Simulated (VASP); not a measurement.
C, 2 atoms in the cell. Symmetry: Fd-3m, No. 227, cubic system. Conventional cell: a = 3.560 Å, b = 3.560 Å, c = 3.560 Å, α = 90.00°, β = 90.00°, γ = 90.00°. C (site symmetry -43m) has 4 C at 1.54 Å within 2.1 Å. 

| Item | Value |
| --- | --- |
| Program | VASP 6.6.1 |
| Task | G0W0 quasiparticle levels |
| Functional | r2SCAN |
| Potentials or basis | VASP PAW PBE potentials, release 64 (C_GW) |
| Cutoff | 500 eV |
| k mesh | 6 × 6 × 6 |
| Occupations | gaussian, width 0.01 eV |
| Spin | no spin polarisation |
| Dipole correction | no |
| GW scheme | G0W0 |
| GW iterations | 1 |
| Cutoff of the response function | 140 |
| Frequency points | 48 |
| Empty bands | 42 |
| Further INCAR settings | ALGO = EVGW0; EDIFF = 1e-08; NBANDS = 46 |

Potentials or basis: VASP PAW PBE potentials, release 64 (C_GW).

Run with:

```console
$ cat potpaw_PBE.64/C_GW/POTCAR > POTCAR
$ cp INCAR.step1 INCAR
$ mpirun -np 1 vasp_std > vasp.out
$ cp INCAR.step2 INCAR
$ mpirun -np 1 vasp_std > vasp.out
$ cp INCAR.step3 INCAR
$ mpirun -np 1 vasp_std > vasp.out
```

Hardware: 1 thread of Intel(R) Xeon(R) 6975P-C (Granite Rapids) (shared host).

**Question.** Estimate the wall time of this run.

**Answer.** Wall time 44 s on 1 thread of Intel(R) Xeon(R) 6975P-C (Granite Rapids) (shared host), peak memory 0.19 GiB. Counts: k points 16.
